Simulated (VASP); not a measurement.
Input of a VASP 6.6.1 run:

File INCAR:

```
SYSTEM = GaN
PREC = Accurate ; ENCUT = 520
EDIFF = 1E-6 ; ISMEAR = 1
SIGMA = 0.1 ; LREAL = .False.
LASPH = .True. ; NELM = 60
ALGO = Normal ; ISIF = 2
LWAVE = .False. ; LCHARG = .False.
GGA = CA ; NBANDS = 26
```

Contents of KPOINTS:

```
Automatic mesh
0
Gamma
  12 12 4
  0 0 0
```

POSCAR

```
GaN
1.0
    3.2321404147      0.0000000000      0.0000000000
   -1.6160702073      2.7991159272      0.0000000000
    0.0000000000      0.0000000000      5.2507035793
Ga N
2 2
Direct
    0.3333333333      0.6666666667      0.0000000000
    0.6666666667      0.3333333333      0.5000000000
    0.3333333333      0.6666666667      0.3750000000
    0.6666666667      0.3333333333      0.8750000000
```

Potentials or basis: VASP PAW LDA potentials, release 64 (Ga_d, N).

Run with:

```console
$ cat potpaw_LDA.64/Ga_d/POTCAR potpaw_LDA.64/N/POTCAR > POTCAR
$ mpirun -np 1 vasp_std > vasp.out
```

Predict the band gap on the k mesh.

1.66 eV, direct.

Predict the largest force.

0.114 eV/Å.

Estimate the pressure.

-11.6 GPa.

Forces on the atoms (eV/Å):
```
Ga   0.000  0.000 -0.114
Ga   0.000  0.000 -0.114
N    0.000  0.000  0.114
N    0.000  0.000  0.114
```

As with any semilocal functional, this LDA gap is likely too small.
